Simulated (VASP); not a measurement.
A run of VASP 6.6.1:

File INCAR:

```
SYSTEM = TePb
PREC = Accurate
ENCUT = 520
EDIFF = 1E-6
ISMEAR = 0
SIGMA = 0.1
LREAL = .False.
LASPH = .True.
NELM = 60
ALGO = Normal
ISIF = 2
LWAVE = .False.
LCHARG = .False.
GGA = PE
NBANDS = 17
```

The input KPOINTS:

```
Automatic mesh
0
Gamma
  12 12 14
  0 0 0
```

File POSCAR:

```
TePb
1.0
    4.4585622746      0.0000000000      0.0000000000
   -2.2292811373      3.8612281942      0.0000000000
    0.0000000000      0.0000000000      4.1861819493
Te Pb
1 1
Direct
    0.0000000000      0.0000000000      0.0000000000
    0.6666666667      0.3333333333      0.5000000000
```

Potentials or basis: VASP PAW PBE potentials, release 64 (Te, Pb_d).

The run is started by

```console
$ cat potpaw_PBE.64/Te/POTCAR potpaw_PBE.64/Pb_d/POTCAR > POTCAR
$ mpirun -np 1 vasp_std > vasp.out
```

Hardware: 1 thread of Intel Xeon 6975P-C, with other jobs on the host.

Problem. How long does it take, and how much memory?

Solution. Run time: 100 s on 1 thread of Intel Xeon 6975P-C, on a shared host, peak memory 0.33 GiB. Counts: scf iterations 12, k points 152.
